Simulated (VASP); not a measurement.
Here is a VASP 6.6.1 calculation.

INCAR

```
PREC = Accurate ; ENCUT = 520
EDIFF = 1E-7 ; ISMEAR = 0
SIGMA = 0.15 ; LREAL = F
LASPH = T ; NELM = 100
ALGO = Normal ; ISIF = 2
LWAVE = F ; LCHARG = F
GGA = PS ; NBANDS = 9
```

File KPOINTS:

```
regular mesh
0
Gamma
  20 20 20
```

The input POSCAR:

```
Se
1.0
   -1.7034486149      1.7034486149      1.7886210456
    1.7034486149     -1.7034486149      1.7886210456
    1.7034486149      1.7034486149     -1.7886210456
Se
1
Direct
    0.0000000000      0.0000000000      0.0000000000
```

Potentials or basis: VASP PAW PBE potentials, release 64 (Se).

The run is started by

```bash
$ cat potpaw_PBE.64/Se/POTCAR > POTCAR
$ mpirun -np 1 vasp_std > vasp.out
```

Q: Estimate the band gap on the k mesh.

A: Zero (bands 3 and 4 overlap by 6.34 eV).

Q: What does it give for the pressure?

A: -5.3 GPa.

Stress tensor (GPa, compression positive):
```
-4.12  0.00  0.00
 0.00 -4.12  0.00
 0.00  0.00 -7.61
```

Caveat: the cell differs from its parent crystal (strain +0.000 along x and y, +0.050 along z); the cell stands under tension; the PAW data sets were made with another functional, which shifts forces and pressure a little.
